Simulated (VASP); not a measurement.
GaN: single point with PBE

The system is GaN.

```xyz
2
Lattice="0.0000 2.2535 2.2535 2.2535 0.0000 2.2535 2.2535 2.2535 0.0000" Properties=species:S:1:pos:R:3 pbc="T T T"
Ga    0.0000    0.0000    0.0000
N     3.4333    3.3272    3.3803
```

This cell differs from its parent crystal: all N atoms moved +0.075 Å, as atom 2 along Cartesian [1 -1 0].

```
Program                : VASP 6.6.1
Task                   : single point
Functional             : PBE
Potentials or basis    : VASP PAW PBE potentials, release 64 (Ga_d, N)
Cutoff                 : 520 eV
k mesh                 : 10 × 10 × 10
Occupations            : gaussian, width 0.05 eV
Spin                   : no spin polarisation
Dipole correction      : no
Further INCAR settings : ALGO = Normal; EDIFF = 1e-06; NBANDS = 16
```

The pressure is 5.6 GPa. The largest force is 0.939 eV/Å. The band gap on the k mesh is 1.59 eV.

Forces in eV/Å, atoms in the order of the input:
```
Ga   0.656 -0.656 -0.151
N   -0.656  0.656  0.151
```

Stress tensor (GPa, compression positive):
```
 5.51 -0.73 -3.19
-0.73  5.51  3.19
-3.19  3.19  5.90
```

Levels at points of the mesh, in eV from the valence-band top:
```
           k point  band 5  band 6  band 7  band 8  band 9  band 10  band 11  band 12  band 13  band 14
(0.00, 0.00, 0.00)  -13.27  -13.26   -0.29   -0.13    0.00     1.59    10.08    10.16    10.32    17.45
(0.50, 0.00, 0.00)  -13.21  -12.00   -7.37   -1.22   -0.98     4.60     8.61    10.11    10.56    15.44
(0.00, 0.50, 0.00)  -13.22  -12.02   -6.97   -1.22   -0.98     4.41     8.55     9.91    10.38    15.51
(0.00, 0.00, 0.50)  -13.22  -12.01   -7.17   -1.31   -0.89     4.50     8.58     9.86    10.65    15.47
(0.50, 0.50, 0.00)  -13.19  -11.59   -6.27   -2.84   -2.80     3.20     6.50    11.56    13.82    13.89
(0.00, 0.50, 0.50)  -13.19  -11.59   -6.26   -2.90   -2.76     3.21     6.52    11.56    13.72    13.97
```

It took 64 s on 1 thread of AMD EPYC 7R13 Processor (Zen 3), with other jobs on the host, peak memory 0.19 GiB.

Caveat: the cell differs from its parent crystal (all N atoms moved +0.075 Å, as atom 2 along Cartesian [1 -1 0]); the cell stands under pressure.
